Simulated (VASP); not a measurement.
# MoS2 (single layer cut from the bulk crystal) in VASP: single point with PBE

Aim: the single point of MoS2 (single layer cut from the bulk crystal) with PBE.

Program: VASP 6.6.1. These are calculated values, not measurements. Logs are shortened: lines on timing, memory, paths and dates and some standing lists are left out, and cuts for length are marked.

### 1 The cell of the first run

The cell holds a slab with vacuum, 3 atoms: a = 3.184 Å, b = 3.184 Å, c = 16.103 Å, α = 90.00°, β = 90.00°, γ = 120.00°.

### 2 Single point, PBE

File INCAR:

```
PREC     = Accurate       # precision mode
ENCUT    = 520            # plane-wave cutoff, eV
EDIFF    = 1E-6           # SCF threshold, eV
ISMEAR   = 0              # smearing method
SIGMA    = 0.05           # smearing width, eV
LREAL    = F              # projectors in reciprocal space
LASPH    = T              # aspherical terms in the spheres
NELM     = 100            # most SCF steps
ALGO     = Normal         # electronic algorithm
ISIF     = 2              # what is computed and relaxed
LWAVE    = F              # write WAVECAR
LCHARG   = T              # write CHGCAR
GGA      = PE             # functional
LELF     = T              # ELF
LVHAR    = T            
NBANDS   = 20             # bands
```

File KPOINTS:

```
Automatic mesh
0
Gamma
  24 24 1
```

File POSCAR:

```
MoS2
1.0
    3.1840155200      0.0000000000      0.0000000000
   -1.5920077600      2.7574383300      0.0000000000
    0.0000000000      0.0000000000     16.1032847700
Mo S
1 2
Direct
    0.0000000000      0.0000000000      0.5000000000
    0.3333333300      0.6666666700      0.5963767600
    0.3333333300      0.6666666700      0.4036232400
```

Potentials or basis: VASP PAW PBE potentials, release 64 (Mo_sv, S).

Launch:

```sh
> cat potpaw_PBE.64/Mo_sv/POTCAR potpaw_PBE.64/S/POTCAR > POTCAR
> mpirun -np 1 vasp_std > vasp.out
```

OUTCAR:

```text
PREC = Accurate
   ENCUT = 520
   EDIFF = 1E-6
   ISMEAR = 0
   LREAL = F
   LASPH = T
   NELM = 100
   ISIF = 2
   GGA = PE

 ion  position               nearest neighbor table
   1  0.000  0.000  0.500-   2 2.41   3 2.41   2 2.41   3 2.41   2 2.41   3 2.41
   2  0.333  0.667  0.596-   1 2.41   1 2.41   1 2.41
   3  0.333  0.667  0.404-   1 2.41   1 2.41   1 2.41

  LATTYP: Found a hexagonal cell.
 ALAT       =     3.1840155200
 C/A-ratio  =     5.0575396599

  Lattice vectors:

 A1 = (   3.1840155200,   0.0000000000,   0.0000000000)
 A2 = (  -1.5920077600,   2.7574383300,   0.0000000000)
 A3 = (   0.0000000000,   0.0000000000,  16.1032847700)

Analysis of symmetry for initial positions (statically):
=====================================================================
 Subroutine PRICEL returns:
 Original cell was already a primitive cell.

 Routine SETGRP: Setting up the symmetry group for a
 hexagonal supercell.

 Subroutine GETGRP returns: Found 12 space group operations
 (whereof 12 operations were pure point group operations)
 out of a pool of 24 trial point group operations.

The static configuration has the point symmetry D_3h.

Analysis of symmetry for dynamics (positions and initial velocities):
=====================================================================
 Subroutine PRICEL returns:
 Original cell was already a primitive cell.

 Routine SETGRP: Setting up the symmetry group for a
 hexagonal supercell.

 Subroutine GETGRP returns: Found 12 space group operations
 (whereof 12 operations were pure point group operations)
 out of a pool of 24 trial point group operations.

The dynamic configuration has the point symmetry D_3h.

 Subroutine INISYM returns: Found 12 space group operations
 (whereof 12 operations are pure point group operations),
 and found     1 'primitive' translations

----------------------------------------------------------------------------------------

                                     Primitive cell

  volume of cell :     141.3824

  direct lattice vectors                    reciprocal lattice vectors
     3.184015520  0.000000000  0.000000000     0.314068821  0.181327718  0.000000000
    -1.592007760  2.757438330  0.000000000     0.000000000  0.362655436  0.000000000
     0.000000000  0.000000000 16.103284770     0.000000000  0.000000000  0.062099132
[... 77 lines left out ...]
   PREC   = accura    normal or accurate (medium, high low for compatibility)
   ISTART =      0    job   : 0-new  1-cont  2-samecut
   ICHARG =      2    charge: 1-file 2-atom 10-const
   ISPIN  =      1    spin polarized calculation?
   LNONCOLLINEAR =      F non collinear calculations
   LSORBIT =      F    spin-orbit coupling
   LASPH  =      T    aspherical Exc in radial PAW
   ENCUT  =  520.0 eV  38.22 Ry    6.18 a.u.   5.92  5.92 29.94*2*pi/ulx,y,z
   NELM   =    100;   NELMIN=  2; NELMDL= -5     # of ELM steps
   EDIFF  = 0.1E-05   stopping-criterion for ELM
   LREAL  =      F    real-space projection
   EDIFFG = 0.1E-04   stopping-criterion for IOM
   NSW    =      0    number of steps for IOM
   IBRION =     -1    ionic relax: 0-MD 1-quasi-New 2-CG
   NFREE  =      0    steps in history (QN), initial steepest desc. (CG)
   ISIF   =      2    stress and relaxation
   ISYM   =      2    0-nonsym 1-usesym 2-fastsym
   POTIM  = 0.5000    time-step for ionic-motion
   TEBEG  =    0.0;   TEEND  =   0.0 temperature during run
   PSTRESS=    0.0 pullay stress
   NELECT =      26.0000    total number of electrons
   NUPDOWN=      -1.0000    fix difference up-down
   EMIN   =  10.00;   EMAX   =-10.00  energy-range for DOS
   EFERMI =   0.00;   METHOD = LEGACY
   ISMEAR =     0;   SIGMA  =   0.05  broadening in eV -4-tet -1-fermi 0-gaus
   EFERMI_NEDOS =   21; number of points for ismear=-14 and -15
   IALGO  =     38    algorithm
   IMIX   =      4    mixing-type and parameters
     AMIX     =   0.40;   BMIX     =  1.00
     AMIX_MAG =   1.60;   BMIX_MAG =  1.00
  volume/ion in A,a.u.               =      47.13       318.03
  Fermi-wavevector in a.u.,A,eV,Ry     =   0.930967  1.759272 11.792155  0.866699
  Thomas-Fermi vector in A             =   2.057411
   LORBIT       =      0    0 simple, 1 ext, 2 COOP (PROOUT), +10 PAW based schemes
   GGA     = PE    functional components
   LHFCALC =     F    Hartree Fock is set to
   AEXX    =    0.0000 exact exchange contribution
   IVDW    =     0    specifies the selected vdW correction
   LEPSILON=     F    determine dielectric tensor
   LRPA    =     F    only Hartree local field effects (RPA)
 non-spin polarized calculation
 Gauss-broadening in eV      SIGMA  =   0.05
  energy-cutoff  :      520.00
  volume of cell :      141.38
 maximum number of plane-waves:      3834
 NGX is ok and might be reduce to    24
   NGX = 11   NGY = 11   NGZ = 59

 number of electron      25.9999999 magnetization

 Free energy of the ion-electron system (eV)
  ---------------------------------------------------
  ext. energy  EPLUGINS =         0.00000000
  ---------------------------------------------------
  free energy    TOTEN  =       -21.85089361 eV

  energy without entropy =      -21.85089361  energy(sigma->0) =      -21.85089361

 E-fermi :  -0.7986     XC(G=0):  -4.7327

 val. band max:       -1.0578264392   @ k =   0.0000   0.0000   0.0000
 cond. band min:       0.5456189174   @ k =   0.3333   0.3333   0.0000
 fundamental gap:      1.6034453567
 Fermi energy:        -0.7985978673

 k-point     1 :       0.0000    0.0000    0.0000
  band No.  band energies     occupation
      1     -61.9549      2.00000
      2     -36.0963      2.00000
      3     -35.8958      2.00000
      4     -35.8958      2.00000
      5     -15.1930      2.00000
      6     -13.8578      2.00000
[... 541 lines left out ...]
     19       6.9671      0.00000
     20       7.2452      0.00000

 [... further k-points ...]
[... 5 lines left out ...]
  --------------------------------------------------------------------------------------
  -------------------------------------------------------------------------------------
  Total        0.1994108      0.1994108      0.5768390      0.0000000     -0.0000000      0.0000000
  in kB        2.2597681      2.2597681      6.5368687      0.0000000     -0.0000000      0.0000000
  external PRESSURE =       3.6854683 kB  Pullay stress =       0.0000000 kB

 VOLUME and BASIS-vectors are now :
 -----------------------------------------------------------------------------
  energy-cutoff  :      520.00
  volume of cell :      141.38
      direct lattice vectors                 reciprocal lattice vectors
     3.184015520  0.000000000  0.000000000     0.314068821  0.181327718  0.000000000
    -1.592007760  2.757438330  0.000000000     0.000000000  0.362655436  0.000000000
     0.000000000  0.000000000 16.103284770     0.000000000  0.000000000  0.062099132

 POSITION                                       TOTAL-FORCE (eV/Angst)
 -----------------------------------------------------------------------------------
      0.00000      0.00000      8.05164         0.000000     -0.000000      0.000000
     -0.00000      1.83829      9.60362        -0.000000      0.000000      0.193682
     -0.00000      1.83829      6.49966        -0.000000     -0.000000     -0.193682
 -----------------------------------------------------------------------------------
    total drift:                                0.000016     -0.000009      0.000000

  FREE ENERGIE OF THE ION-ELECTRON SYSTEM (eV)
  ---------------------------------------------------
  free  energy   TOTEN  =       -21.8508936107 eV

  energy  without entropy=      -21.8508936107  energy(sigma->0) =      -21.85089361
```

OSZICAR:

```text
N       E                     dE             d eps       ncg     rms          rms(c)
DAV:   1     0.161028587026E+03    0.16103E+03   -0.13949E+04  3104   0.107E+03
DAV:   2    -0.131637304425E+02   -0.17419E+03   -0.16996E+03  3256   0.248E+02
DAV:   3    -0.231886544443E+02   -0.10025E+02   -0.99252E+01  3132   0.539E+01
[... 13 lines left out ...]
DAV:  17    -0.218508541320E+02   -0.70927E-04   -0.47168E-06  2448   0.106E-02    0.316E-03
DAV:  18    -0.218508768182E+02   -0.22686E-04   -0.75819E-07  2632   0.352E-03    0.213E-03
DAV:  19    -0.218508913965E+02   -0.14578E-04   -0.88617E-07  2316   0.270E-03    0.719E-04
DAV:  20    -0.218508931643E+02   -0.17678E-05   -0.60657E-08  2200   0.745E-04    0.490E-04
DAV:  21    -0.218508936107E+02   -0.44642E-06   -0.13260E-08  1824   0.381E-04
   1 F= -.21850894E+02 E0= -.21850894E+02  d E =-.148974E-15
```

Run time: 2.4 min. Hardware: 1 thread of Intel Xeon Platinum 8375C at 2.90GHz (Ice Lake), shared host; peak memory 0.34 GiB.

What came out:

```yaml
Free_energy: -21.8509 eV
Largest_force: 0.194 eV/Å
Band_gap_on_the_k_mesh: 1.60 eV, indirect (least direct gap 1.66 eV)
```

Forces on the atoms (eV/Å):
```
Mo   0.000  0.000  0.000
S    0.000  0.000  0.194
S    0.000  0.000 -0.194
```
